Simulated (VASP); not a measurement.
Input of a VASP 6.6.1 run:

The input POSCAR:

```
Sb
1.0
   -1.5972865120      1.5972865120      2.7476259243
    1.5972865120     -1.5972865120      2.7476259243
    1.5972865120      1.5972865120     -2.7476259243
Sb
1
Direct
    0.0000000000      0.0000000000      0.0000000000
```

The input INCAR.step1:

```
ALGO     = Normal         # electronic algorithm
EDIFF    = 1E-4           # SCF threshold, eV
ENCUT    = 520            # plane-wave cutoff, eV
GGA      = PE             # functional
ISMEAR   = -1             # smearing method
LASPH    = True           # aspherical terms in the spheres
LCHARG   = False          # write CHGCAR
LREAL    = False          # projectors in reciprocal space
LWAVE    = True           # write WAVECAR
NBANDS   = 8              # bands
NELM     = 100            # most SCF steps
PREC     = Accurate       # precision mode
SIGMA    = 0.05           # smearing width, eV
```

File INCAR.step2:

```
ALGO     = Normal         # electronic algorithm
EDIFF    = 1E-6           # SCF threshold, eV
ENCUT    = 520            # plane-wave cutoff, eV
ISIF     = 2              # what is computed and relaxed
ISMEAR   = -1             # smearing method
ISTART   = 1            
LASPH    = True           # aspherical terms in the spheres
LCHARG   = True           # write CHGCAR
LELF     = True           # ELF
LMIXTAU  = True         
LREAL    = False          # projectors in reciprocal space
LVHAR    = True         
LWAVE    = False          # write WAVECAR
METAGGA  = R2SCAN         # meta-GGA
NBANDS   = 8              # bands
NELM     = 100            # most SCF steps
PREC     = Accurate       # precision mode
SIGMA    = 0.05           # smearing width, eV
```

The input KPOINTS:

```
k-points
0
Gamma
  12 12 12
```

Potentials or basis: VASP PAW PBE potentials, release 64 (Sb).

The run is started by

```console
$ cat potpaw_PBE.64/Sb/POTCAR > POTCAR
$ cp INCAR.step1 INCAR
$ mpirun -np 1 vasp_std > vasp.out
$ cp INCAR.step2 INCAR
$ mpirun -np 1 vasp_std > vasp.out
```

**Question.** Predict the pressure.

**Answer.** -1.3 GPa.

Stress tensor (GPa, compression positive):
```
-1.78  0.00  0.00
 0.00 -1.78  0.00
 0.00  0.00 -0.28
```

Caveat: the PAW data sets were made with another functional, which shifts forces and pressure a little.
